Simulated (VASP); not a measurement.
Set up this calculation in VASP 6.6.1, as the native input.

| Item | Value |
| --- | --- |
| Task | single point |
| Functional | LDA |
| Potentials or basis | VASP PAW LDA potentials, release 64 (Mg_sv, O) |
| Cutoff | 840 eV |
| k mesh | 10 × 10 × 10 |
| Occupations | gaussian, width 0.02 eV |
| Spin | no spin polarisation |
| Dipole correction | no |
| Further INCAR settings | ALGO = Normal; EDIFF = 1e-06; NBANDS = 15 |

The structure of MgO lies in POSCAR:

```
MgO
1.0
    0.0000000000      2.0159630634      2.0159630634
    2.0159630634      0.0000000000      2.0159630634
    2.0159630634      2.0159630634      0.0000000000
Mg O
1 1
Direct
    0.0000000000      0.0000000000      0.0000000000
    0.5000000000      0.5000000000      0.5000000000
```

These files were run (other wordings do the same):

INCAR

```
  ALGO = Normal
  EDIFF = 1E-6
  ENCUT = 840
  GGA = CA
  GGA_COMPAT = False
  ISIF = 2
  ISMEAR = 0
  LASPH = True
  LCHARG = False
  LREAL = False
  LWAVE = False
  NBANDS = 15
  NELM = 120
  PREC = Accurate
  SIGMA = 0.02
```

KPOINTS

```
k-points
0
Gamma
  10 10 10
```

Potentials or basis: VASP PAW LDA potentials, release 64 (Mg_sv, O).

Run with:

```sh
$ cat potpaw_LDA.64/Mg_sv/POTCAR potpaw_LDA.64/O/POTCAR > POTCAR
$ mpirun -np 1 vasp_std > vasp.out
```

Results of the run:

The pressure is 20.6 GPa. The band gap on the k mesh is 6.05 eV.

Caveat: the cell stands under pressure.

Wall time 17 s on 1 thread of AMD EPYC 7R13 Processor (Zen 3) (shared host), peak memory 0.12 GiB.
